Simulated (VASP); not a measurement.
Set up this calculation in VASP 6.6.1, as the native input.

| Item | Value |
| --- | --- |
| Task | relaxation of cell and atoms |
| Functional | PBE |
| Potentials or basis | VASP PAW PBE potentials, release 64 (Be, Zn, Te) |
| Cutoff | 600 eV |
| k mesh | 4 × 4 × 4 |
| Occupations | gaussian, width 0.1 eV |
| Spin | no spin polarisation |
| Dipole correction | no |
| Further INCAR settings | ALGO = Normal; EDIFF = 1e-07; IBRION = 2; EDIFFG = -0.04; NSW = 90; ISIF = 3 |

The structure of Be4ZnTe lies in POSCAR:

```
Be4ZnTe
1.0
    0.0000000000      3.2751263600      3.2751263600
    3.2751263600      0.0000000000      3.2751263600
    3.2751263600      3.2751263600      0.0000000000
Be Zn Te
4 1 1
Direct
    0.3748045600      0.3748045600      0.8755863300
    0.8755863300      0.3748045600      0.3748045600
    0.3748045600      0.3748045600      0.3748045600
    0.3748045600      0.8755863300      0.3748045600
    0.7500000000      0.7500000000      0.7500000000
    0.0000000000      0.0000000000      0.0000000000
```

The cell was generated, and may not be a known phase.

The input as run:

INCAR

```
PREC = Accurate
ENCUT = 600
EDIFF = 1E-7
ISMEAR = 0
SIGMA = 0.1
LREAL = F
LASPH = T
NELM = 60
ALGO = Normal
ISIF = 3
LWAVE = F
LCHARG = F
GGA = PE
IBRION = 2
NSW = 90
EDIFFG = -0.04
```

KPOINTS

```
regular mesh
0
Gamma
  4 4 4
```

Potentials or basis: VASP PAW PBE potentials, release 64 (Be, Zn, Te).

Command:

```console
$ cat potpaw_PBE.64/Be/POTCAR potpaw_PBE.64/Zn/POTCAR potpaw_PBE.64/Te/POTCAR > POTCAR
$ mpirun -np 1 vasp_std > vasp.out
```

It gave:

The relaxed volume is 12.83 Å³/atom. The relaxed cell is a = 4.775 Å, b = 4.775 Å, c = 4.775 Å, α = 60.00°, β = 60.00°, γ = 60.00°. The space group after relaxing (to 0.1 Å) is F-43m (No. 216), the energy gained by relaxing is 35.2 meV/atom and the ionic steps are 5. The pressure after relaxing is 0.1 GPa. The band gap on the k mesh is zero (bands 13 and 14 overlap by 3.82 eV).

Caveat: the k points lie up to 0.40 Å⁻¹ apart in the final cell, too coarse for converged energies and pressures of a metal; spin-orbit coupling is left out, which moves the levels of the heavy elements.

Run time: 52 s on 1 thread of Intel(R) Xeon(R) 6975P-C (Granite Rapids), with other jobs on the host, peak memory 0.24 GiB.
